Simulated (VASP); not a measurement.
Wanted: the native input for a VASP 6.6.1 run.

```yaml
Task: single point
Functional: PBE
Potentials_or_basis: VASP PAW PBE potentials, release 64 (As_d)
Cutoff: 400 eV
k_mesh: 12 × 12 × 1
Occupations: gaussian, width 0.04 eV
Spin: no spin polarisation
Dipole_correction: yes
Further_INCAR_settings: ALGO = Normal; EDIFF = 1e-06; NBANDS = 22; NELMDL = -8
```

The structure of As lies in POSCAR:

```
As
1.0
    3.6188152177      0.0000000000      0.0000000000
   -1.8094076088      3.1339859101      0.0000000000
    0.0000000000      0.0000000000     22.5000000000
As
2
Direct
    0.3333333333      0.6666666667      0.6010943991
    0.0000000000      0.0000000000      0.6613277864
```

One way to write it, as run:

INCAR

```
SYSTEM = As
PREC = Accurate
ENCUT = 400
EDIFF = 1E-6
ISMEAR = 0
SIGMA = 0.04
LREAL = .FALSE.
LASPH = .TRUE.
NELM = 120
ALGO = Normal
ISIF = 2
LWAVE = .FALSE.
LCHARG = .TRUE.
LDIPOL = .TRUE.
IDIPOL = 3
DIPOL = 0.5 0.5 0.631
GGA = PE
LELF = .TRUE.
LVHAR = .TRUE.
LVACPOTAV = .TRUE.
NBANDS = 22
GGA_COMPAT = .FALSE.
NELMDL = -8
```

KPOINTS

```
Automatic mesh
0
G
  12 12 1
  0 0 0
```

Potentials or basis: VASP PAW PBE potentials, release 64 (As_d).

Run with:

```bash
$ cat potpaw_PBE.64/As_d/POTCAR > POTCAR
$ mpirun -np 1 vasp_std > vasp.out
```

Results of the run:

```json
{"Largest force": "0.436 eV/Å", "Band gap on the k mesh": "1.80 eV (least direct gap 1.96 eV)"}
```

Run time: 2.9 min on 1 thread of AMD EPYC 7R43 64-Core Processor (Zen 3), on a shared host, peak memory 0.25 GiB.
